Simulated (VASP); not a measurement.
Si3C, 8 atoms in the cell. The structure is hexagonal, space group P6_3/mmc (No. 194). Conventional cell: a = 5.922 Å, b = 5.922 Å, c = 4.278 Å, α = 90.00°, β = 90.00°, γ = 120.00°. Within 3.2 Å of Si (site symmetry mm2) lie 6 Si at 2.39 to 2.55 Å and 4 C at 2.95 to 2.98 Å. C (site symmetry -6m2) has 12 Si at 2.95 to 2.98 Å and 6 C at 4.03 Å within 4.1 Å. The cell was built from a structure type or drawn by symmetry, and may not be a known phase.

| Quantity | Value |
| --- | --- |
| Program | VASP 6.6.1 |
| Task | relaxation of cell and atoms |
| Functional | PBE |
| Potentials or basis | VASP PAW PBE potentials, release 64 (Si, C) |
| Cutoff | 600 eV |
| k mesh | 3 × 3 × 4 |
| Occupations | gaussian, width 0.1 eV |
| Spin | no spin polarisation |
| Dipole correction | no |
| Further INCAR settings | ALGO = Normal; EDIFF = 1e-06; IBRION = 2; EDIFFG = -0.04; NSW = 90; ISIF = 3 |

Potentials or basis: VASP PAW PBE potentials, release 64 (Si, C).

Command:

```console
$ cat potpaw_PBE.64/Si/POTCAR potpaw_PBE.64/C/POTCAR > POTCAR
$ mpirun -np 1 vasp_std > vasp.out
```

Hardware: 1 thread of Intel Xeon 8259CL, with other jobs on the host.

How long does it take, and how much memory?

It took 8 min on 1 thread of Intel Xeon 8259CL, with other jobs on the host, peak memory 0.29 GiB. Counts: scf iterations 107, k points 9, ion steps 13.
